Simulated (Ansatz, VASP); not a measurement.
## TlWF6 in VASP and in Ansatz

```
CELL_PARAMETERS angstrom
0.00000 4.77164 4.77164
4.77164 0.00000 4.77164
4.77164 4.77164 0.00000
ATOMIC_POSITIONS crystal
Tl 0.50000 0.50000 0.50000
W 0.00000 0.00000 0.00000
F 0.79946 0.20054 0.20054
F 0.20054 0.79946 0.79946
F 0.20054 0.79946 0.20054
F 0.79946 0.20054 0.79946
F 0.20054 0.20054 0.79946
F 0.79946 0.79946 0.20054
```

Alike in both runs: functional PBE; k mesh 8 × 8 × 8; occupations gaussian, width 0.1 eV; collinear spin.

Ansatz relaxed the structure, and its values are those at the end. VASP's run is a single point on that final structure, the one shown.

```csv
,VASP,Ansatz
version,VASP 6.6.1,Ansatz 0.2.0
potentials or method,"VASP PAW PBE potentials, release 64 (Tl_d, W_sv, F), cutoff 600 eV","scalar-relativistic, plane waves, PAW"
valence electrons in the cell,69,69
```

```tsv
	VASP	Ansatz	Ansatz less VASP
gap on the k mesh at the Fermi level (eV)	none	none	-
pressure (GPa)	0.6	0.0	-0.55
rms of the force components (eV/Å)	0.142	0.001	-0.1416
net moment per atom (μB)	0.12	0.12	0.000
size of the moment on the site where the two differ most (μB)	0.80	0.44	-0.354
```

Site moments also hang on the region over which each program counts them. A gap of «none» marks a metal or a gap that the smearing closes. One of these differences is far larger than is usual between the two programs; its cause wasn't traced. Ansatz's warnings: xc potential rough in thin density.

Neither program's run includes spin-orbit coupling.
